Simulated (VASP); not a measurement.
# Re (P6_3/mmc) in VASP: notebook

Runs on Re. Level: PBE. Tasks: single point.

All numbers are computed with VASP 6.6.1; they aren't measurements. Logs are shortened: lines on timing, memory, paths and dates and some standing lists are left out, and cuts for length are marked.

## Step 1: The cell of the first run

Symmetry: P6_3/mmc, No. 194, hexagonal system. Conventional cell: a = 2.550 Å, b = 2.550 Å, c = 4.077 Å, α = 90.00°, β = 90.00°, γ = 120.00°. Within 3.3 Å of Re (site symmetry -6m2) lie 12 Re at 2.51 to 2.55 Å.

## Step 2: Single point, PBE (volume scaled by 0.94)

Contents of INCAR:

```
PREC = Accurate ; ENCUT = 520
EDIFF = 1E-7 ; ISMEAR = -1
SIGMA = 0.05 ; LREAL = False
LASPH = True ; NELM = 80
ALGO = Normal ; ISIF = 2
LWAVE = False ; LCHARG = False
GGA = PE ; NBANDS = 14
```

Contents of KPOINTS:

```
Automatic mesh
0
Gamma
  14 14 8
```

Contents of POSCAR:

```
Re
1.0
    2.5497657329      0.0000000000      0.0000000000
   -1.2748828664      2.2081618983      0.0000000000
    0.0000000000      0.0000000000      4.0770373845
Re
2
Direct
    0.3333333333      0.6666666667      0.2500000000
    0.6666666667      0.3333333333      0.7500000000
```

Potentials or basis: VASP PAW PBE potentials, release 64 (Re).

Started as:

```bash
$ cat potpaw_PBE.64/Re/POTCAR > POTCAR
$ mpirun -np 1 vasp_std > vasp.out
```

OUTCAR:

```text
PREC = Accurate
   ENCUT = 520
   EDIFF = 1E-7
   ISMEAR = -1
   LREAL = False
   LASPH = True
   NELM = 80
   ISIF = 2
   GGA = PE

 ion  position               nearest neighbor table
   1  0.333  0.667  0.250-   2 2.51   2 2.51   2 2.51   2 2.51   2 2.51   2 2.51
   2  0.667  0.333  0.750-   1 2.51   1 2.51   1 2.51   1 2.51   1 2.51   1 2.51

  LATTYP: Found a hexagonal cell.
 ALAT       =     2.5497657329
 C/A-ratio  =     1.5989850879

  Lattice vectors:

 A1 = (   2.5497657329,   0.0000000000,   0.0000000000)
 A2 = (  -1.2748828664,   2.2081618983,   0.0000000000)
 A3 = (   0.0000000000,   0.0000000000,   4.0770373845)

Analysis of symmetry for initial positions (statically):
=====================================================================
 Subroutine PRICEL returns:
 Original cell was already a primitive cell.

 Routine SETGRP: Setting up the symmetry group for a
 hexagonal supercell.

 Subroutine GETGRP returns: Found 24 space group operations
 (whereof 12 operations were pure point group operations)
 out of a pool of 24 trial point group operations.

The static configuration has the point symmetry D_3d.
 The point group associated with its full space group is D_6h.

Analysis of symmetry for dynamics (positions and initial velocities):
=====================================================================
 Subroutine PRICEL returns:
 Original cell was already a primitive cell.

 Routine SETGRP: Setting up the symmetry group for a
 hexagonal supercell.

 Subroutine GETGRP returns: Found 24 space group operations
 (whereof 12 operations were pure point group operations)
 out of a pool of 24 trial point group operations.

The dynamic configuration has the point symmetry D_3d.
 The point group associated with its full space group is D_6h.

 Subroutine INISYM returns: Found 24 space group operations
 (whereof 12 operations are pure point group operations),
 and found     1 'primitive' translations

----------------------------------------------------------------------------------------

                                     Primitive cell

  volume of cell :      22.9549

  direct lattice vectors                    reciprocal lattice vectors
     2.549765733  0.000000000  0.000000000     0.392192893  0.226432673  0.000000000
    -1.274882866  2.208161898  0.000000000     0.000000000  0.452865345  0.000000000
     0.000000000  0.000000000  4.077037384     0.000000000  0.000000000  0.245276142

  length of vectors
     2.549765733  2.549765733  4.077037384     0.452865345  0.452865345  0.245276142

  position of ions in fractional coordinates (direct lattice)
     0.333333333  0.666666667  0.250000000
     0.666666667  0.333333333  0.750000000

  ion indices of the primitive-cell ions
   primitive index   ion index
                 1           1
                 2           2

----------------------------------------------------------------------------------------

 KPOINTS: Automatic mesh

Automatic generation of k-mesh.
 Grid dimensions read from file:
 generate k-points for:   14   14    8

 Generating k-lattice:

  Cartesian coordinates                     Fractional coordinates (reciprocal lattice)
     0.028013778  0.016173762  0.000000000     0.071428571 -0.000000000  0.000000000
     0.000000000  0.032347525  0.000000000     0.000000000  0.071428571  0.000000000
     0.000000000  0.000000000  0.030659518     0.000000000  0.000000000  0.125000000

  Length of vectors
     0.032347525  0.032347525  0.030659518

  Shift w.r.t. Gamma in fractional coordinates (k-lattice)
     0.000000000  0.000000000  0.000000000

 Subroutine IBZKPT returns following result:
 ===========================================

 Found    120 irreducible k-points:

 Following reciprocal coordinates:
            Coordinates               Weight
  0.000000  0.000000  0.000000      1.000000
  0.071429  0.000000  0.000000      6.000000
  0.142857  0.000000  0.000000      6.000000
  0.214286  0.000000  0.000000      6.000000
  0.285714  0.000000  0.000000      6.000000
  0.357143  0.000000  0.000000      6.000000
[... 16 lines left out ...]
  0.285714  0.285714  0.000000      6.000000
  0.357143  0.285714  0.000000      6.000000
 [... further k-points ...]
   k-points           NKPTS =    120   k-points in BZ     NKDIM =    120   number of bands    NBANDS=     14
   number of dos      NEDOS =    301   number of ions     NIONS =      2
   total plane-waves  NPLWV =  12000
   dimension x,y,z NGX =    20 NGY =   20 NGZ =   30
   dimension x,y,z NGXF=    40 NGYF=   40 NGZF=   60
   ions per type =               2
   NGX,Y,Z   is equivalent  to a cutoff of  13.04, 13.04, 12.23 a.u.
   NGXF,Y,Z  is equivalent  to a cutoff of  26.08, 26.08, 24.47 a.u.
 SYSTEM =  unknown system
   PREC   = accura    normal or accurate (medium, high low for compatibility)
   ISTART =      0    job   : 0-new  1-cont  2-samecut
   ICHARG =      2    charge: 1-file 2-atom 10-const
   ISPIN  =      1    spin polarized calculation?
   LNONCOLLINEAR =      F non collinear calculations
   LSORBIT =      F    spin-orbit coupling
   LASPH  =      T    aspherical Exc in radial PAW
   ENCUT  =  520.0 eV  38.22 Ry    6.18 a.u.   4.74  4.74  7.58*2*pi/ulx,y,z
   NELM   =     80;   NELMIN=  2; NELMDL= -5     # of ELM steps
   EDIFF  = 0.1E-06   stopping-criterion for ELM
   LREAL  =      F    real-space projection
   EDIFFG = 0.1E-05   stopping-criterion for IOM
   NSW    =      0    number of steps for IOM
   IBRION =     -1    ionic relax: 0-MD 1-quasi-New 2-CG
   NFREE  =      0    steps in history (QN), initial steepest desc. (CG)
   ISIF   =      2    stress and relaxation
   ISYM   =      2    0-nonsym 1-usesym 2-fastsym
   POTIM  = 0.5000    time-step for ionic-motion
   TEBEG  =    0.0;   TEEND  =   0.0 temperature during run
   PSTRESS=    0.0 pullay stress
   NELECT =      14.0000    total number of electrons
   NUPDOWN=      -1.0000    fix difference up-down
   EMIN   =  10.00;   EMAX   =-10.00  energy-range for DOS
   EFERMI =   0.00;   METHOD = LEGACY
   ISMEAR =    -1;   SIGMA  =   0.05  broadening in eV -4-tet -1-fermi 0-gaus
   EFERMI_NEDOS =   21; number of points for ismear=-14 and -15
   IALGO  =     38    algorithm
   IMIX   =      4    mixing-type and parameters
     AMIX     =   0.40;   BMIX     =  1.00
     AMIX_MAG =   1.60;   BMIX_MAG =  1.00
  volume/ion in A,a.u.               =      11.48        77.45
  Fermi-wavevector in a.u.,A,eV,Ry     =   1.388328  2.623560 26.224628  1.927456
  Thomas-Fermi vector in A             =   2.512465
   LORBIT       =      0    0 simple, 1 ext, 2 COOP (PROOUT), +10 PAW based schemes
   GGA     = PE    functional components
   LHFCALC =     F    Hartree Fock is set to
   AEXX    =    0.0000 exact exchange contribution
   IVDW    =     0    specifies the selected vdW correction
   LEPSILON=     F    determine dielectric tensor
   LRPA    =     F    only Hartree local field effects (RPA)
 non-spin polarized calculation
  energy-cutoff  :      520.00
  volume of cell :       22.95
 maximum number of plane-waves:       640
 NGX is ok and might be reduce to    20
   NGX =  9   NGY =  9   NGZ = 15

 number of electron      14.0000001 magnetization

 Free energy of the ion-electron system (eV)
  ---------------------------------------------------
  ext. energy  EPLUGINS =         0.00000000
  ---------------------------------------------------
  free energy    TOTEN  =       -21.87237464 eV

  energy without entropy =      -21.86152032  energy(sigma->0) =      -21.86694748

 E-fermi :  11.3061     XC(G=0): -15.1359

 val. band max:       11.3012912018   @ k =   0.0000   0.0000   0.0000
 cond. band min:      11.3104123483   @ k =   0.4286   0.0000   0.1250
 fundamental gap:      0.0091211466
 Fermi energy:        11.3060919838

 k-point     1 :       0.0000    0.0000    0.0000
  band No.  band energies     occupation
      1      -0.2430      2.00000
      2       2.5923      2.00000
      3       8.8438      2.00000
      4       8.8438      2.00000
      5       9.0799      2.00000
      6      10.1307      2.00000
      7      10.1307      2.00000
      8      11.3013      1.04797
      9      11.3013      1.04797
     10      12.9878      0.00000
     11      15.8807      0.00000
     12      15.8807      0.00000
     13      24.8534      0.00000
     14      25.5685      0.00000

 k-point     2 :       0.0714    0.0000    0.0000
  band No.  band energies     occupation
      1       0.0409      2.00000
      2       2.8561      2.00000
      3       8.2079      2.00000
      4       9.1089      2.00000
      5       9.6086      2.00000
      6       9.9264      2.00000
      7      10.3855      2.00000
      8      10.8161      1.99989
      9      11.0587      1.98590
     10      12.0733      0.00000
     11      16.0772      0.00000
     12      17.2644      0.00000
     13      25.0212      0.00000
     14      26.2313      0.00000

 k-point     3 :       0.1429    0.0000    0.0000
  band No.  band energies     occupation
      1       0.8327      2.00000
      2       3.5319      2.00000
      3       7.4132      2.00000
      4       9.2350      2.00000
      5       9.3645      2.00000
      6       9.8897      2.00000
      7      10.4071      2.00000
      8      10.4782      2.00000
      9      11.1326      1.93958
     10      11.3465      0.61627
     11      16.5191      0.00000
     12      19.5729      0.00000
     13      25.1798      0.00000
     14      28.0306      0.00000
[... 324 lines left out ...]
 k-point    23 :       0.2857    0.2857    0.0000
  band No.  band energies     occupation
      1       3.8485      2.00000
      2       5.6219      2.00000
      3       6.1155      2.00000
      4       6.9207      2.00000
      5       8.0367      2.00000
      6       9.1080      2.00000
      7      10.9631      1.99790
      8      14.5758      0.00000
      9      16.4939      0.00000
     10      16.4951      0.00000
     11      20.2741      0.00000
     12      20.9135      0.00000
     13      22.5874      0.00000
     14      27.9547      0.00000

 k-point    24 :       0.3571    0.2857    0.0000
  band No.  band energies     occupation
      1       3.7197      2.00000
      2       5.9350      2.00000
      3       6.0520      2.00000
      4       7.1806      2.00000
      5       8.2468      2.00000
      6       8.7379      2.00000
      7      11.2797      1.25800
      8      15.2904      0.00000
      9      16.0152      0.00000
     10      16.4154      0.00000
     11      20.0429      0.00000
     12      20.2161      0.00000
     13      22.3080      0.00000
     14      29.6760      0.00000

 [... further k-points ...]
[... 5 lines left out ...]
  --------------------------------------------------------------------------------------
  -------------------------------------------------------------------------------------
  Total       24.5196525     24.5196525     25.8575560      0.0000000      0.0000000      0.0000000
  in kB     1711.3900677   1711.3900676   1804.7712778      0.0000000      0.0000000      0.0000000
  external PRESSURE =    1742.5171377 kB  Pullay stress =       0.0000000 kB

 VOLUME and BASIS-vectors are now :
 -----------------------------------------------------------------------------
  energy-cutoff  :      520.00
  volume of cell :       22.95
      direct lattice vectors                 reciprocal lattice vectors
     2.549765733  0.000000000  0.000000000     0.392192893  0.226432673  0.000000000
    -1.274882866  2.208161898  0.000000000     0.000000000  0.452865345  0.000000000
     0.000000000  0.000000000  4.077037384     0.000000000  0.000000000  0.245276142

 POSITION                                       TOTAL-FORCE (eV/Angst)
 -----------------------------------------------------------------------------------
     -0.00000      1.47211      1.01926         0.000000     -0.000000      0.000000
      1.27488      0.73605      3.05778        -0.000000      0.000000      0.000000
 -----------------------------------------------------------------------------------
    total drift:                                0.000000     -0.000000     -0.000000

  FREE ENERGIE OF THE ION-ELECTRON SYSTEM (eV)
  ---------------------------------------------------
  free  energy   TOTEN  =       -21.8723746417 eV

  energy  without entropy=      -21.8615203225  energy(sigma->0) =      -21.86694748
```

It took 52 s on 1 thread of Intel Xeon Platinum 8375C at 2.90GHz (Ice Lake), shared host; peak memory 0.16 GiB.

What came out:

```
Free energy            : -21.8724 eV
Pressure               : 174.3 GPa
Band gap on the k mesh : zero (band 7 reaches 13.42 eV, above the bottom of band 8 at 8.65 eV)
```

Levels at points of the mesh, in eV from the Fermi level:
| k point | band 3 | band 4 | band 5 | band 6 | band 7 | band 8 | band 9 | band 10 | band 11 | band 12 |
| --- | --- | --- | --- | --- | --- | --- | --- | --- | --- | --- |
| (0.00, 0.00, 0.00) | -2.46 | -2.46 | -2.23 | -1.18 | -1.18 | 0.00 | 0.00 | 1.68 | 4.57 | 4.57 |
| (0.50, 0.00, 0.00) | -7.33 | -3.04 | -1.62 | -1.62 | -0.63 | 5.56 | 6.40 | 6.42 | 8.66 | 9.75 |
| (0.00, 0.00, 0.50) | -3.03 | -3.03 | -2.66 | -2.66 | -2.66 | -2.66 | 3.59 | 3.59 | 3.59 | 3.59 |
| (0.50, 0.00, 0.50) | -5.81 | -5.81 | 0.34 | 0.34 | 1.74 | 1.74 | 6.05 | 6.05 | 6.77 | 6.77 |

Caveat: spin-orbit coupling is left out, which moves the levels of the heavy elements.

## Step 3: Single point, PBE (volume scaled by 0.9405)

Contents of INCAR:

```
SYSTEM = Re
ALGO = Normal
EDIFF = 1E-7
ENCUT = 520
GGA = PE
ISIF = 2
ISMEAR = -1
LASPH = .True.
LCHARG = .False.
LREAL = .False.
LWAVE = .False.
NBANDS = 14
NELM = 60
PREC = Accurate
SIGMA = 0.05
```

Contents of KPOINTS:

```
k-points
0
Gamma
  14 14 8
  0 0 0
```

Contents of POSCAR:

```
Re
1.0
    2.5502177389      0.0000000000      0.0000000000
   -1.2751088694      2.2085533470      0.0000000000
    0.0000000000      0.0000000000      4.0777601353
Re
2
Direct
    0.3333333333      0.6666666667      0.2500000000
    0.6666666667      0.3333333333      0.7500000000
```

Potentials or basis: VASP PAW PBE potentials, release 64 (Re).

Started as:

```bash
$ cat potpaw_PBE.64/Re/POTCAR > POTCAR
$ mpirun -np 1 vasp_std > vasp.out
```

OUTCAR:

```text
SYSTEM = Re
   EDIFF = 1E-7
   ENCUT = 520
   GGA = PE
   ISIF = 2
   ISMEAR = -1
   LASPH = .True.
   LREAL = .False.
   NELM = 60
   PREC = Accurate

 ion  position               nearest neighbor table
   1  0.333  0.667  0.250-   2 2.51   2 2.51   2 2.51   2 2.51   2 2.51   2 2.51
   2  0.667  0.333  0.750-   1 2.51   1 2.51   1 2.51   1 2.51   1 2.51   1 2.51

  LATTYP: Found a hexagonal cell.
 ALAT       =     2.5502177389
 C/A-ratio  =     1.5989850879

  Lattice vectors:

 A1 = (   2.5502177389,   0.0000000000,   0.0000000000)
 A2 = (  -1.2751088694,   2.2085533470,   0.0000000000)
 A3 = (   0.0000000000,   0.0000000000,   4.0777601353)

Analysis of symmetry for initial positions (statically):
=====================================================================
 Subroutine PRICEL returns:
 Original cell was already a primitive cell.

 Routine SETGRP: Setting up the symmetry group for a
 hexagonal supercell.

 Subroutine GETGRP returns: Found 24 space group operations
 (whereof 12 operations were pure point group operations)
 out of a pool of 24 trial point group operations.

The static configuration has the point symmetry D_3d.
 The point group associated with its full space group is D_6h.

Analysis of symmetry for dynamics (positions and initial velocities):
=====================================================================
 Subroutine PRICEL returns:
 Original cell was already a primitive cell.

 Routine SETGRP: Setting up the symmetry group for a
 hexagonal supercell.

 Subroutine GETGRP returns: Found 24 space group operations
 (whereof 12 operations were pure point group operations)
 out of a pool of 24 trial point group operations.

The dynamic configuration has the point symmetry D_3d.
 The point group associated with its full space group is D_6h.

 Subroutine INISYM returns: Found 24 space group operations
 (whereof 12 operations are pure point group operations),
 and found     1 'primitive' translations

----------------------------------------------------------------------------------------
[... 118 lines left out ...]
   GGA     = PE    functional components
   LHFCALC =     F    Hartree Fock is set to
   AEXX    =    0.0000 exact exchange contribution
   IVDW    =     0    specifies the selected vdW correction
   LEPSILON=     F    determine dielectric tensor
   LRPA    =     F    only Hartree local field effects (RPA)
 non-spin polarized calculation
  energy-cutoff  :      520.00
  volume of cell :       22.97
 maximum number of plane-waves:       640
 NGX is ok and might be reduce to    20
   NGX =  9   NGY =  9   NGZ = 15

 number of electron      14.0000001 magnetization

 Free energy of the ion-electron system (eV)
  ---------------------------------------------------
  ext. energy  EPLUGINS =         0.00000000
  ---------------------------------------------------
  free energy    TOTEN  =       -21.88563440 eV

  energy without entropy =      -21.87479179  energy(sigma->0) =      -21.88021310

 E-fermi :  11.2977     XC(G=0): -15.1328

 val. band max:       11.2936476002   @ k =   0.0000   0.0000   0.0000
 cond. band min:      11.3008730619   @ k =   0.4286   0.0000   0.1250
 fundamental gap:      0.0072254617
 Fermi energy:        11.2977432244

 k-point     1 :       0.0000    0.0000    0.0000
  band No.  band energies     occupation
      1      -0.2477      2.00000
      2       2.5892      2.00000
      3       8.8380      2.00000
      4       8.8380      2.00000
      5       9.0739      2.00000
      6      10.1238      2.00000
      7      10.1238      2.00000
      8      11.2936      1.04093
      9      11.2936      1.04093
     10      12.9767      0.00000
     11      15.8699      0.00000
     12      15.8699      0.00000
     13      24.8383      0.00000
     14      25.5604      0.00000
[... 377 lines left out ...]
      1       3.7176      2.00000
      2       5.9298      2.00000
      3       6.0460      2.00000
      4       7.1741      2.00000
      5       8.2407      2.00000
      6       8.7312      2.00000
      7      11.2715      1.25676
      8      15.2798      0.00000
      9      16.0040      0.00000
     10      16.4039      0.00000
     11      20.0296      0.00000
     12      20.2026      0.00000
     13      22.2936      0.00000
     14      29.6574      0.00000

 [... further k-points ...]
[... 5 lines left out ...]
  --------------------------------------------------------------------------------------
  -------------------------------------------------------------------------------------
  Total       24.4548125     24.4548125     25.7923491      0.0000000      0.0000000      0.0000000
  in kB     1705.9570260   1705.9570259   1799.2629993      0.0000000      0.0000000      0.0000000
  external PRESSURE =    1737.0590171 kB  Pullay stress =       0.0000000 kB

 VOLUME and BASIS-vectors are now :
 -----------------------------------------------------------------------------
  energy-cutoff  :      520.00
  volume of cell :       22.97
      direct lattice vectors                 reciprocal lattice vectors
     2.550217739  0.000000000  0.000000000     0.392123380  0.226392539  0.000000000
    -1.275108869  2.208553347  0.000000000     0.000000000  0.452785078  0.000000000
     0.000000000  0.000000000  4.077760135     0.000000000  0.000000000  0.245232669

 POSITION                                       TOTAL-FORCE (eV/Angst)
 -----------------------------------------------------------------------------------
     -0.00000      1.47237      1.01944         0.000000     -0.000000      0.000000
      1.27511      0.73618      3.05832        -0.000000      0.000000      0.000000
 -----------------------------------------------------------------------------------
    total drift:                                0.000000     -0.000000     -0.000000

  FREE ENERGIE OF THE ION-ELECTRON SYSTEM (eV)
  ---------------------------------------------------
  free  energy   TOTEN  =       -21.8856343977 eV

  energy  without entropy=      -21.8747917927  energy(sigma->0) =      -21.88021310
```

It took 56 s on 1 thread of Intel Xeon Platinum 8375C at 2.90GHz (Ice Lake), shared host; peak memory 0.16 GiB.

Results:

```yaml
Free_energy: -21.8856 eV
Pressure: 173.7 GPa
Band_gap_on_the_k_mesh: zero (band 7 reaches 13.41 eV, above the bottom of band 8 at 8.65 eV)
```

Stress tensor (GPa, compression positive):
```
170.60   0.00   0.00
  0.00 170.60   0.00
  0.00   0.00 179.93
```

Caveat: spin-orbit coupling is left out, which moves the levels of the heavy elements.

(Continued in part 2 of 2.)
